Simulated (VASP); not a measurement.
Runs of VASP 6.6.1 on MgS (Niningerite). The structure is that of space group Fm-3m (No. 225), or close to it. The cells are those of the table. 

```tsv
task	cell	cutoff (eV)	gap on the mesh (eV)	pressure (GPa)
single point	a = 3.604 Å, angles 60.0°, 2 atoms	520	3.57	(b)
single point	a = 3.751 Å, angles 60.0°, 2 atoms	520	3.30	-4.6
relaxation of cell and atoms	relaxed from a = 3.679 Å, angles 60.0°, 2 atoms	600	(a)	0.0
single point	a = 3.642 Å, angles 60.0°, 2 atoms	520	3.50	2.1
single point	a = 3.679 Å, angles 60.0°, 2 atoms	520	(c)	-0.5
```

Alike in all rows: level r2SCAN; potentials or basis VASP PAW PBE potentials, release 64 (Mg, S); no spin polarisation; k mesh 8 × 8 × 8; smearing gaussian 0.02 eV.

**Question.** Fill in the values left out.

**Answer.** (a) 3.45; (b) 5.1; (c) 3.43.

Caveats: the PAW data sets were made with another functional, which shifts forces and pressure a little.

A k mesh can miss the band edges.
